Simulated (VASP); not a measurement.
Set up this calculation in VASP 6.6.1, as the native input.

```
Task                   : relaxation of cell and atoms
Functional             : PBE
Potentials or basis    : VASP PAW PBE potentials, release 64 (Pr_3, Al, Mo_sv), 4f in core
Cutoff                 : 500 eV
k mesh                 : 10 × 10 × 8
Occupations            : gaussian, width 0.1 eV
Spin                   : no spin polarisation
Dipole correction      : no
Further INCAR settings : ALGO = Normal; EDIFF = 1e-07; IBRION = 2; EDIFFG = -0.01; NSW = 100; ISIF = 3
```

The structure of PrAl3Mo2 lies in POSCAR:

```
PrAl3Mo2
1.0
    2.0411402087     -6.2964577278      0.0000000000
    2.0411402087      6.2964577278      0.0000000000
    0.0000000000      0.0000000000      4.3991148857
Pr Al Mo
1 3 2
Direct
    0.0000000000      0.0000000000      0.0000000000
    0.5000000000      0.5000000000      0.5000000000
    0.3188562071      0.6811437929      0.0000000000
    0.6811437929      0.3188562071      0.0000000000
    0.1868020899      0.8131979101      0.5000000000
    0.8131979101      0.1868020899      0.5000000000
```

The cell was generated, and may not be a known phase.

The input as run:

INCAR

```
PREC = Accurate ; ENCUT = 500
EDIFF = 1E-7 ; ISMEAR = 0
SIGMA = 0.1 ; LREAL = False
LASPH = True ; NELM = 200
ALGO = Normal ; ISIF = 3
LWAVE = False ; LCHARG = False
GGA = PE ; IBRION = 2
NSW = 100 ; EDIFFG = -0.01
GGA_COMPAT = False ; NELMIN = 4
LMAXMIX = 6
```

KPOINTS

```
regular mesh
0
Gamma
  10 10 8
```

Potentials or basis: VASP PAW PBE potentials, release 64 (Pr_3, Al, Mo_sv), 4f in core.

Command:

```bash
$ cat potpaw_PBE.64/Pr_3/POTCAR potpaw_PBE.64/Al/POTCAR potpaw_PBE.64/Mo_sv/POTCAR > POTCAR
$ mpirun -np 1 vasp_std > vasp.out
```

Results of the run:

```
Relaxed volume                        : 18.99 Å³/atom
Relaxed cell                          : a = 6.725 Å, b = 6.725 Å, c = 4.474 Å, α = 90.00°, β = 90.00°, γ = 145.73°
Space group after relaxing (to 0.1 Å) : Cmmm (No. 65)
Energy gained by relaxing             : 0.8 meV/atom
Ionic steps                           : 14
Pressure after relaxing               : 0.0 GPa
Largest force after relaxing          : 0.010 eV/Å
Band gap on the k mesh                : zero (bands 24 and 25 overlap by 0.62 eV)
```

Caveat: spin-orbit coupling is left out, which moves the levels of the heavy elements; the 4f electrons are frozen in the core, so they carry no moment and show no levels.

It took 38 min on 1 thread of AMD EPYC 9R45 96-Core Processor (Zen 5), with other jobs on the host, peak memory 0.57 GiB.
